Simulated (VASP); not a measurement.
Input of a VASP 6.6.1 run:

The input POSCAR:

```
SiO
1.0
    2.8069700000      0.0000000000      0.0000000000
    0.0000000000      2.8069700000      0.0000000000
    0.0000000000      0.0000000000      2.8069700000
Si O
1 1
Direct
    0.0000000000      0.0000000000      0.0000000000
    0.5000000000      0.5000000000      0.5000000000
```

The input INCAR.step1:

```
ALGO     = Normal         # electronic algorithm
EDIFF    = 1E-5           # SCF threshold, eV
ENCUT    = 600            # plane-wave cutoff, eV
GGA      = PE             # functional
ISMEAR   = -1             # smearing method
LASPH    = T              # aspherical terms in the spheres
LCHARG   = F              # write CHGCAR
LREAL    = F              # projectors in reciprocal space
LWAVE    = T              # write WAVECAR
NBANDS   = 12             # bands
NELM     = 100            # most SCF steps
PREC     = Accurate       # precision mode
SIGMA    = 0.05           # smearing width, eV
```

INCAR.step2

```
AEXX     = 0.25           # exact-exchange fraction
ALGO     = Normal         # electronic algorithm
EDIFF    = 1E-6           # SCF threshold, eV
EDIFFG   = -0.01          # ionic threshold
ENCUT    = 600            # plane-wave cutoff, eV
GGA      = PS             # functional
HFSCREEN = 0.207          # screening, 1/A
IBRION   = 2              # ionic algorithm
ISIF     = 3              # what is computed and relaxed
ISMEAR   = -1             # smearing method
ISTART   = 1            
LASPH    = T              # aspherical terms in the spheres
LCHARG   = F              # write CHGCAR
LHFCALC  = T              # exact exchange
LREAL    = F              # projectors in reciprocal space
LWAVE    = F              # write WAVECAR
NELM     = 100            # most SCF steps
NSW      = 60             # ionic steps
PREC     = Accurate       # precision mode
PRECFOCK = Normal       
SIGMA    = 0.05           # smearing width, eV
```

KPOINTS

```
k-points
0
Gamma
  5 5 5
```

Potentials or basis: VASP PAW PBE potentials, release 64 (Si, O).

Run with:

```sh
$ cat potpaw_PBE.64/Si/POTCAR potpaw_PBE.64/O/POTCAR > POTCAR
$ cp INCAR.step1 INCAR
$ mpirun -np 1 vasp_std > vasp.out
$ cp INCAR.step2 INCAR
$ mpirun -np 1 vasp_std > vasp.out
```

Problem. Predict the space group after relaxing (to 0.1 Å).

Solution. Pm-3m (No. 221).

Problem. Estimate the band gap on the k mesh.

Solution. 0.84 eV (least direct gap 2.41 eV).

The path:
```csv
step,energy change (eV),largest force (eV/Å),pressure (GPa),volume (Å³)
1,0.0000,0.0000,-4.86,22.12
2,-0.0090,0.0000,2.37,21.06
3,-0.0114,0.0000,0.03,21.38
```

Caveat: the k points lie up to 0.45 Å⁻¹ apart in the final cell; the PAW data sets were made with another functional, which shifts forces and pressure a little; an odd mesh through Γ misses points on the zone boundary, where band edges can lie.
